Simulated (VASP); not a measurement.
# Ir (Fm-3m) in VASP: a series of runs

The runs below take Ir through single point, with LDA.

Everything below comes from runs of VASP 6.6.1. Logs are shortened: lines on timing, memory, paths and dates and some standing lists are left out, and cuts for length are marked.

## (1) The cell of the first run

The structure is cubic, space group Fm-3m (No. 225). The conventional cell has a = 3.813 Å, b = 3.813 Å, c = 3.813 Å, α = 90.00°, β = 90.00°, γ = 90.00°. Ir (site symmetry m-3m) has 12 Ir at 2.70 Å within 3.6 Å.

## (2) Single point, LDA

Input file INCAR:

```
PREC = Accurate
ENCUT = 560
EDIFF = 1E-6
ISMEAR = -1
SIGMA = 0.15
LREAL = F
LASPH = T
NELM = 120
ALGO = Normal
ISIF = 2
LWAVE = F
LCHARG = T
LELF = T
LVHAR = T
NBANDS = 14
GGA_COMPAT = F
```

Input file KPOINTS:

```
regular mesh
0
Gamma
  20 20 20
```

Input file POSCAR:

```
Ir
1.0
    0.0000000000      1.9064239767      1.9064239767
    1.9064239767      0.0000000000      1.9064239767
    1.9064239767      1.9064239767      0.0000000000
Ir
1
Direct
    0.0000000000      0.0000000000      0.0000000000
```

Potentials or basis: VASP PAW LDA potentials, release 64 (Ir_sv_GW).

On the command line:

```bash
$ cat potpaw_LDA.64/Ir_sv_GW/POTCAR > POTCAR
$ mpirun -np 1 vasp_std > vasp.out
```

OUTCAR:

```text
PREC = Accurate
   ENCUT = 560
   EDIFF = 1E-6
   ISMEAR = -1
   LREAL = F
   LASPH = T
   NELM = 120
   ISIF = 2

 ion  position               nearest neighbor table
   1  0.000  0.000  0.000-

  LATTYP: Found a face centered cubic cell.
 ALAT       =     3.8128479534

  Lattice vectors:

 A1 = (   0.0000000000,   1.9064239767,   1.9064239767)
 A2 = (   1.9064239767,   0.0000000000,   1.9064239767)
 A3 = (   1.9064239767,   1.9064239767,   0.0000000000)

Analysis of symmetry for initial positions (statically):
=====================================================================
 Subroutine PRICEL returns:
 Original cell was already a primitive cell.

 Routine SETGRP: Setting up the symmetry group for a
 face centered cubic supercell.

 Subroutine GETGRP returns: Found 48 space group operations
 (whereof 48 operations were pure point group operations)
 out of a pool of 48 trial point group operations.

The static configuration has the point symmetry O_h .

Analysis of symmetry for dynamics (positions and initial velocities):
=====================================================================
 Subroutine PRICEL returns:
 Original cell was already a primitive cell.

 Routine SETGRP: Setting up the symmetry group for a
 face centered cubic supercell.

 Subroutine GETGRP returns: Found 48 space group operations
 (whereof 48 operations were pure point group operations)
 out of a pool of 48 trial point group operations.

The dynamic configuration has the point symmetry O_h .

 Subroutine INISYM returns: Found 48 space group operations
 (whereof 48 operations are pure point group operations),
 and found     1 'primitive' translations

----------------------------------------------------------------------------------------

                                     Primitive cell

  volume of cell :      13.8576

  direct lattice vectors                    reciprocal lattice vectors
     0.000000000  1.906423977  1.906423977    -0.262271145  0.262271145  0.262271145
     1.906423977  0.000000000  1.906423977     0.262271145 -0.262271145  0.262271145
     1.906423977  1.906423977  0.000000000     0.262271145  0.262271145 -0.262271145

  length of vectors
     2.696090643  2.696090643  2.696090643     0.454266949  0.454266949  0.454266949

  position of ions in fractional coordinates (direct lattice)
     0.000000000  0.000000000  0.000000000

  ion indices of the primitive-cell ions
   primitive index   ion index
                 1           1

----------------------------------------------------------------------------------------

 KPOINTS: regular mesh

Automatic generation of k-mesh.
 Grid dimensions read from file:
 generate k-points for:   20   20   20

 Generating k-lattice:

  Cartesian coordinates                     Fractional coordinates (reciprocal lattice)
    -0.013113557  0.013113557  0.013113557     0.050000000  0.000000000  0.000000000
     0.013113557 -0.013113557  0.013113557     0.000000000  0.050000000  0.000000000
     0.013113557  0.013113557 -0.013113557     0.000000000  0.000000000  0.050000000

  Length of vectors
     0.022713347  0.022713347  0.022713347

  Shift w.r.t. Gamma in fractional coordinates (k-lattice)
     0.000000000  0.000000000  0.000000000

 Subroutine IBZKPT returns following result:
 ===========================================

 Found    256 irreducible k-points:

 Following reciprocal coordinates:
            Coordinates               Weight
  0.000000  0.000000  0.000000      1.000000
  0.050000  0.000000  0.000000      8.000000
  0.100000  0.000000  0.000000      8.000000
  0.150000  0.000000  0.000000      8.000000
  0.200000  0.000000  0.000000      8.000000
  0.250000  0.000000  0.000000      8.000000
[... 16 lines left out ...]
 -0.400000  0.050000  0.000000     24.000000
 -0.350000  0.050000  0.000000     24.000000
 [... further k-points ...]
   k-points           NKPTS =    256   k-points in BZ     NKDIM =    256   number of bands    NBANDS=     14
   number of dos      NEDOS =    301   number of ions     NIONS =      1
   total plane-waves  NPLWV =  13824
   dimension x,y,z NGX =    24 NGY =   24 NGZ =   24
   dimension x,y,z NGXF=    48 NGYF=   48 NGZF=   48
   ions per type =               1
   NGX,Y,Z   is equivalent  to a cutoff of  14.80, 14.80, 14.80 a.u.
   NGXF,Y,Z  is equivalent  to a cutoff of  29.60, 29.60, 29.60 a.u.
 SYSTEM =  unknown system
   PREC   = accura    normal or accurate (medium, high low for compatibility)
   ISTART =      0    job   : 0-new  1-cont  2-samecut
   ICHARG =      2    charge: 1-file 2-atom 10-const
   ISPIN  =      1    spin polarized calculation?
   LNONCOLLINEAR =      F non collinear calculations
   LSORBIT =      F    spin-orbit coupling
   LASPH  =      T    aspherical Exc in radial PAW
   ENCUT  =  560.0 eV  41.16 Ry    6.42 a.u.   5.20  5.20  5.20*2*pi/ulx,y,z
   NELM   =    120;   NELMIN=  2; NELMDL= -5     # of ELM steps
   EDIFF  = 0.1E-05   stopping-criterion for ELM
   LREAL  =      F    real-space projection
   EDIFFG = 0.1E-04   stopping-criterion for IOM
   NSW    =      0    number of steps for IOM
   IBRION =     -1    ionic relax: 0-MD 1-quasi-New 2-CG
   NFREE  =      0    steps in history (QN), initial steepest desc. (CG)
   ISIF   =      2    stress and relaxation
   ISYM   =      2    0-nonsym 1-usesym 2-fastsym
   POTIM  = 0.5000    time-step for ionic-motion
   TEBEG  =    0.0;   TEEND  =   0.0 temperature during run
   PSTRESS=    0.0 pullay stress
   NELECT =      17.0000    total number of electrons
   NUPDOWN=      -1.0000    fix difference up-down
   EMIN   =  10.00;   EMAX   =-10.00  energy-range for DOS
   EFERMI =   0.00;   METHOD = LEGACY
   ISMEAR =    -1;   SIGMA  =   0.15  broadening in eV -4-tet -1-fermi 0-gaus
   EFERMI_NEDOS =   21; number of points for ismear=-14 and -15
   IALGO  =     38    algorithm
   IMIX   =      4    mixing-type and parameters
     AMIX     =   0.40;   BMIX     =  1.00
     AMIX_MAG =   1.60;   BMIX_MAG =  1.00
  volume/ion in A,a.u.               =      13.86        93.52
  Fermi-wavevector in a.u.,A,eV,Ry     =   1.752515  3.311772 41.787675  3.071307
  Thomas-Fermi vector in A             =   2.822830
   LORBIT       =      0    0 simple, 1 ext, 2 COOP (PROOUT), +10 PAW based schemes
   GGA     = CA    functional components
   LHFCALC =     F    Hartree Fock is set to
   AEXX    =    0.0000 exact exchange contribution
   IVDW    =     0    specifies the selected vdW correction
   LEPSILON=     F    determine dielectric tensor
   LRPA    =     F    only Hartree local field effects (RPA)
 non-spin polarized calculation
  energy-cutoff  :      560.00
  volume of cell :       13.86
 maximum number of plane-waves:       444
 NGX is ok and might be reduce to    24
   NGX = 11   NGY = 11   NGZ = 11

 number of electron      17.0000000 magnetization

 Free energy of the ion-electron system (eV)
  ---------------------------------------------------
  ext. energy  EPLUGINS =         0.00000000
  ---------------------------------------------------
  free energy    TOTEN  =       -10.93930174 eV

  energy without entropy =      -10.87401520  energy(sigma->0) =      -10.90665847

 E-fermi :  13.0299     XC(G=0): -14.9167

 val. band max:       13.0284845103   @ k =   0.3000   0.2000   0.0000
 cond. band min:      13.0357663379   @ k =  -0.3000   0.3500   0.0500
 fundamental gap:      0.0072818275
 Fermi energy:        13.0298538974

 k-point     1 :       0.0000    0.0000    0.0000
  band No.  band energies     occupation
      1     -79.5354      2.00000
      2     -36.1772      2.00000
      3     -36.1772      2.00000
      4     -36.1772      2.00000
      5       1.7575      2.00000
      6       9.0342      2.00000
      7       9.0342      2.00000
      8       9.0342      2.00000
      9      11.8444      1.99926
     10      11.8444      1.99926
     11      26.6514      0.00000
     12      32.2390      0.00000
     13      32.2390      0.00000
     14      32.2390      0.00000

 k-point     2 :       0.0500    0.0000    0.0000
  band No.  band energies     occupation
      1     -79.5337      2.00000
      2     -36.1991      2.00000
      3     -36.1802      2.00000
      4     -36.1802      2.00000
      5       1.8726      2.00000
      6       8.9712      2.00000
      7       9.0844      2.00000
      8       9.0844      2.00000
      9      11.8101      1.99941
     10      11.8101      1.99941
     11      26.8543      0.00000
     12      31.7090      0.00000
     13      32.4336      0.00000
     14      32.4336      0.00000

 k-point     3 :       0.1000    0.0000    0.0000
  band No.  band energies     occupation
      1     -79.5287      2.00000
      2     -36.2632      2.00000
      3     -36.1889      2.00000
      4     -36.1889      2.00000
      5       2.2078      2.00000
      6       8.8052      2.00000
      7       9.2199      2.00000
      8       9.2199      2.00000
      9      11.7290      1.99966
     10      11.7290      1.99966
     11      27.4229      0.00000
     12      30.5641      0.00000
     13      33.0046      0.00000
     14      33.0046      0.00000
[... 324 lines left out ...]
 k-point    23 :      -0.4000    0.0500    0.0000
  band No.  band energies     occupation
      1     -79.4657      2.00000
      2     -36.9763      2.00000
      3     -36.3110      2.00000
      4     -36.2877      2.00000
      5       4.8548      2.00000
      6       8.9593      2.00000
      7       9.0908      2.00000
      8      10.9529      2.00000
      9      13.4356      0.12539
     10      14.2064      0.00078
     11      21.9046      0.00000
     12      26.9533      0.00000
     13      32.4928      0.00000
     14      33.5064      0.00000

 k-point    24 :      -0.3500    0.0500    0.0000
  band No.  band energies     occupation
      1     -79.4731      2.00000
      2     -36.8961      2.00000
      3     -36.3018      2.00000
      4     -36.2731      2.00000
      5       4.8283      2.00000
      6       9.1045      2.00000
      7       9.2179      2.00000
      8       9.9539      2.00000
      9      12.8845      1.44977
     10      13.7092      0.02136
     11      23.4337      0.00000
     12      27.6544      0.00000
     13      33.3655      0.00000
     14      34.9090      0.00000

 [... further k-points ...]

------------------------ aborting loop because EDIFF is reached ----------------------------------------

  FORCE on cell =-STRESS in cart. coord.  units (eV):
  Direction    XX          YY          ZZ          XY          YZ          ZX
  --------------------------------------------------------------------------------------
  -------------------------------------------------------------------------------------
  Total       -0.0317021     -0.0317021     -0.0317021      0.0000000     -0.0000000      0.0000000
  in kB       -3.6653033     -3.6653033     -3.6653033      0.0000000     -0.0000000      0.0000000
  external PRESSURE =      -3.6653033 kB  Pullay stress =       0.0000000 kB

 VOLUME and BASIS-vectors are now :
 -----------------------------------------------------------------------------
  energy-cutoff  :      560.00
  volume of cell :       13.86
      direct lattice vectors                 reciprocal lattice vectors
     0.000000000  1.906423977  1.906423977    -0.262271145  0.262271145  0.262271145
     1.906423977  0.000000000  1.906423977     0.262271145 -0.262271145  0.262271145
     1.906423977  1.906423977  0.000000000     0.262271145  0.262271145 -0.262271145

 POSITION                                       TOTAL-FORCE (eV/Angst)
 -----------------------------------------------------------------------------------
      0.00000      0.00000      0.00000         0.000000      0.000000     -0.000000
 -----------------------------------------------------------------------------------
    total drift:                               -0.000000     -0.000000     -0.000000

  FREE ENERGIE OF THE ION-ELECTRON SYSTEM (eV)
  ---------------------------------------------------
  free  energy   TOTEN  =       -10.9393017416 eV

  energy  without entropy=      -10.8740151968  energy(sigma->0) =      -10.90665847
```

It took 72 s on 1 thread of AMD EPYC 7R43 (Zen 3), shared host; peak memory 0.14 GiB.

What came out:

| Property | Result |
| --- | --- |
| Free energy | -10.9393 eV |
| Pressure | -0.4 GPa |
| Band gap on the k mesh | zero (an odd number of electrons rules out a gap without spin polarisation) |

Caveat: spin-orbit coupling is left out, which moves the levels of the heavy elements.

## (3) Single point, LDA (13.58 Å³/atom)

This run uses another cell than the first one, of 13.58 Å³/atom.

Input file INCAR:

```
  ALGO = Normal
  EDIFF = 1E-6
  ENCUT = 560
  GGA = CA
  GGA_COMPAT = False
  ISIF = 2
  ISMEAR = -1
  LASPH = True
  LCHARG = False
  LREAL = False
  LWAVE = False
  NBANDS = 14
  NELM = 120
  PREC = Accurate
  SIGMA = 0.15
```

Input file KPOINTS:

```
k-points
0
Gamma
  20 20 20
```

Input file POSCAR:

```
Ir
1.0
    0.0000000000      1.8936287994      1.8936287994
    1.8936287994      0.0000000000      1.8936287994
    1.8936287994      1.8936287994      0.0000000000
Ir
1
Direct
    0.0000000000      0.0000000000      0.0000000000
```

Potentials or basis: VASP PAW LDA potentials, release 64 (Ir_sv_GW).

On the command line:

```bash
$ cat potpaw_LDA.64/Ir_sv_GW/POTCAR > POTCAR
$ mpirun -np 1 vasp_std > vasp.out
```

Run time: 28 s. Hardware: 1 thread of Intel Xeon Platinum 8488C (Sapphire Rapids), shared host; peak memory 0.18 GiB.

Results (log left out):

| Quantity | Value |
| --- | --- |
| Free energy | -10.9295 eV |
| Pressure | 8.2 GPa |
| Band gap on the k mesh | zero (an odd number of electrons rules out a gap without spin polarisation) |

Levels at points of the mesh, in eV from the Fermi level:
| k point | band 4 | band 5 | band 6 | band 7 | band 8 | band 9 | band 10 | band 11 | band 12 | band 13 |
| --- | --- | --- | --- | --- | --- | --- | --- | --- | --- | --- |
| (0.00, 0.00, 0.00) | -49.25 | -11.49 | -4.12 | -4.12 | -4.12 | -1.22 | -1.22 | 13.55 | 19.26 | 19.26 |
| (0.50, 0.00, 0.00) | -49.38 | -8.51 | -4.23 | -4.23 | -0.76 | 1.02 | 1.02 | 7.76 | 13.23 | 19.42 |
| (0.50, 0.50, 0.00) | -49.59 | -8.36 | -7.78 | 1.00 | 1.64 | 1.64 | 1.78 | 11.17 | 11.71 | 11.71 |

Caveat: the cell stands under pressure; spin-orbit coupling is left out, which moves the levels of the heavy elements.
